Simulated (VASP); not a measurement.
# Ag (P6_3/mmc) in VASP: notebook, part 2 of 2

VASP 6.6.1. Earlier steps stand in the parts before.

### 4 Relaxation of cell and atoms, PBEsol

This run uses another cell than the first one, of 17.06 Å³/atom, 0.945 times its volume.

Input file INCAR:

```
SYSTEM = Ag
PREC = Accurate
ENCUT = 600
EDIFF = 1E-7
ISMEAR = -1
SIGMA = 0.1
LREAL = .FALSE.
LASPH = .TRUE.
NELM = 80
ALGO = Normal
ISIF = 3
LWAVE = .FALSE.
LCHARG = .FALSE.
GGA = PS
IBRION = 2
NSW = 80
EDIFFG = -0.01
```

Input file KPOINTS:

```
regular mesh
0
G
  12 12 7
  0 0 0
```

Input file POSCAR:

```
Ag
1.0
    2.8893756962      0.0000000000      0.0000000000
   -1.4446878481      2.5022727540      0.0000000000
    0.0000000000      0.0000000000      4.7183505119
Ag
2
Direct
    0.3333333333      0.6666666667      0.2500000000
    0.6666666667      0.3333333333      0.7500000000
```

Potentials or basis: VASP PAW PBE potentials, release 64 (Ag).

Command:

```
$ cat potpaw_PBE.64/Ag/POTCAR > POTCAR
$ mpirun -np 1 vasp_std > vasp.out
```

OUTCAR:

```text
SYSTEM = Ag
   PREC = Accurate
   ENCUT = 600
   EDIFF = 1E-7
   ISMEAR = -1
   LREAL = .FALSE.
   LASPH = .TRUE.
   NELM = 80
   ISIF = 3
   GGA = PS
   IBRION = 2
   NSW = 80
   EDIFFG = -0.01

 ion  position               nearest neighbor table
   1  0.333  0.667  0.250-   2 2.89   2 2.89   2 2.89   2 2.89   2 2.89   2 2.89
   2  0.667  0.333  0.750-   1 2.89   1 2.89   1 2.89   1 2.89   1 2.89   1 2.89

  LATTYP: Found a hexagonal cell.
 ALAT       =     2.8893756962
 C/A-ratio  =     1.6330000000

  Lattice vectors:

 A1 = (   2.8893756962,   0.0000000000,   0.0000000000)
 A2 = (  -1.4446878481,   2.5022727540,   0.0000000000)
 A3 = (   0.0000000000,   0.0000000000,   4.7183505119)

Analysis of symmetry for initial positions (statically):
=====================================================================
 Subroutine PRICEL returns:
 Original cell was already a primitive cell.

 Routine SETGRP: Setting up the symmetry group for a
 hexagonal supercell.

 Subroutine GETGRP returns: Found 24 space group operations
 (whereof 12 operations were pure point group operations)
 out of a pool of 24 trial point group operations.

The static configuration has the point symmetry D_3d.
 The point group associated with its full space group is D_6h.

Analysis of symmetry for dynamics (positions and initial velocities):
=====================================================================
 Subroutine PRICEL returns:
 Original cell was already a primitive cell.
[... 342 lines left out ...]
  ext. energy  EPLUGINS =         0.00000000
  ---------------------------------------------------
  free energy    TOTEN  =        -6.60663207 eV

  energy without entropy =       -6.58383161  energy(sigma->0) =       -6.59523184

 E-fermi :   8.5208     XC(G=0): -12.5431

 val. band max:        8.5166097771   @ k =   0.0833   0.0833   0.1429
 cond. band min:       8.5365112532   @ k =   0.2500   0.1667   0.4286
 fundamental gap:      0.0199014761
 Fermi energy:         8.5208375707

 k-point     1 :       0.0000    0.0000    0.0000
  band No.  band energies     occupation
      1       0.5466      2.00000
      2       2.0139      2.00000
      3       3.7179      2.00000
      4       3.7895      2.00000
      5       3.7895      2.00000
      6       4.0480      2.00000
      7       4.0480      2.00000
      8       4.3769      2.00000
      9       4.3769      2.00000
     10       5.4680      2.00000
     11       5.4680      2.00000
     12       8.0762      1.97683
     13      12.3406      0.00000
     14      24.1634      0.00000
[... 401 lines left out ...]
      2       2.4333      2.00000
      3       3.0469      2.00000
      4       3.5262      2.00000
      5       3.8735      2.00000
      6       4.0027      2.00000
      7       4.7261      2.00000
      8       5.1214      2.00000
      9       5.1712      2.00000
     10       5.5461      2.00000
     11       5.6095      2.00000
     12      11.1893      0.00000
     13      15.2022      0.00000
     14      15.4809      0.00000
     15      20.5581      0.00000

 [... further k-points ...]

------------------------ aborting loop because EDIFF is reached ----------------------------------------

  FORCE on cell =-STRESS in cart. coord.  units (eV):
  Direction    XX          YY          ZZ          XY          YZ          ZX
  --------------------------------------------------------------------------------------
  -------------------------------------------------------------------------------------
  Total        0.0124159      0.0124159      0.0144426     -0.0000000      0.0000000      0.0000000
  in kB        0.5963900      0.5963900      0.6937454     -0.0000000      0.0000000      0.0000000
  external PRESSURE =       0.6288418 kB  Pullay stress =       0.0000000 kB
[... 17 lines left out ...]
  FREE ENERGIE OF THE ION-ELECTRON SYSTEM (eV)
  ---------------------------------------------------
  free  energy   TOTEN  =        -6.6066320735 eV

  energy  without entropy=       -6.5838316126  energy(sigma->0) =       -6.59523184

 reached required accuracy - stopping structural energy minimisation
```

OSZICAR:

```text
N       E                     dE             d eps       ncg     rms          rms(c)
DAV:   1     0.132994482934E+03    0.13299E+03   -0.13091E+04  2280   0.164E+03
DAV:   2    -0.575596188539E+01   -0.13875E+03   -0.13353E+03  2343   0.317E+02
DAV:   3    -0.728973044611E+01   -0.15338E+01   -0.15312E+01  2777   0.400E+01
[... 46 lines left out ...]
DAV:   2    -0.660682153770E+01    0.43269E-03   -0.23423E-04  2420   0.204E-01    0.707E-02
DAV:   3    -0.660663034236E+01    0.19120E-03   -0.27652E-04  2434   0.180E-01    0.184E-02
DAV:   4    -0.660663178023E+01   -0.14379E-05   -0.15022E-05  2539   0.446E-02    0.140E-02
DAV:   5    -0.660663209331E+01   -0.31309E-06   -0.39095E-07  2447   0.468E-03    0.171E-03
DAV:   6    -0.660663207355E+01    0.19766E-07   -0.22464E-08  1238   0.177E-03
   6 F= -.66066321E+01 E0= -.65952318E+01  d E =-.167172E-03
```

Wall time 1.7 min (1 thread of Intel Xeon 6975P-C, shared host); peak memory 0.19 GiB.

What came out:

- Free energy: -6.6066 eV
- Relaxed volume: 16.68 Å³/atom
- Relaxed cell: a = 2.875 Å, b = 2.875 Å, c = 4.661 Å, α = 90.00°, β = 90.00°, γ = 120.00°
- Space group after relaxing (to 0.05 Å): P6_3/mmc (No. 194)
- Energy gained by relaxing: 3.1 meV/atom
- Ionic steps: 6
- Pressure after relaxing: 0.1 GPa
- Band gap on the k mesh: zero (band 11 reaches 12.53 eV, above the bottom of band 12 at 5.24 eV)

The path:
| step | energy change (eV) | largest force (eV/Å) | pressure (GPa) | volume (Å³) |
| --- | --- | --- | --- | --- |
| 1 | 0.0000 | 0.0000 | -2.44 | 34.11 |
| 2 | -0.0030 | 0.0000 | 1.93 | 32.85 |
| 3 | -0.0060 | 0.0000 | 0.03 | 33.36 |
| 4 | -0.0060 | 0.0000 | 0.08 | 33.34 |
| 5 | -0.0061 | 0.0000 | 0.07 | 33.35 |
| 6 | -0.0062 | 0.0000 | 0.06 | 33.35 |

Final structure:
```xyz
2
Lattice="2.8747 0.0000 0.0000 -1.4373 2.4895 0.0000 0.0000 0.0000 4.6607" Properties=species:S:1:pos:R:3 pbc="T T T"
Ag    0.0000    1.6597    1.1652
Ag    1.4373    0.8298    3.4955
```

Caveat: the PAW data sets were made with another functional, which shifts forces and pressure a little.

### 5 The runs side by side

| task | cell | k mesh | cutoff (eV) | gap on the mesh (eV) | pressure (GPa) |
| --- | --- | --- | --- | --- | --- |
| single point | a = 2.951, b = 2.951, c = 4.786 Å, angles 90.0, 90.0, 120.0°, 2 atoms | 14 × 14 × 8 | 520 | none | -7.4 |
| single point | a = 2.987, b = 2.987, c = 4.845 Å, angles 90.0, 90.0, 120.0°, 2 atoms | 14 × 14 × 8 | 520 | none | -9.8 |
| relaxation of cell and atoms | relaxed from a = 2.889, b = 2.889, c = 4.718 Å, angles 90.0, 90.0, 120.0°, 2 atoms | 12 × 12 × 7 | 600 | none | 0.1 |

Alike in all rows: level PBEsol; potentials or basis VASP PAW PBE potentials, release 64 (Ag); no spin polarisation; smearing fermi-dirac 0.1 eV.

Caveats: the PAW data sets were made with another functional, which shifts forces and pressure a little.

Total energies depend on the potentials used, so only differences within one code and one set of settings carry meaning.
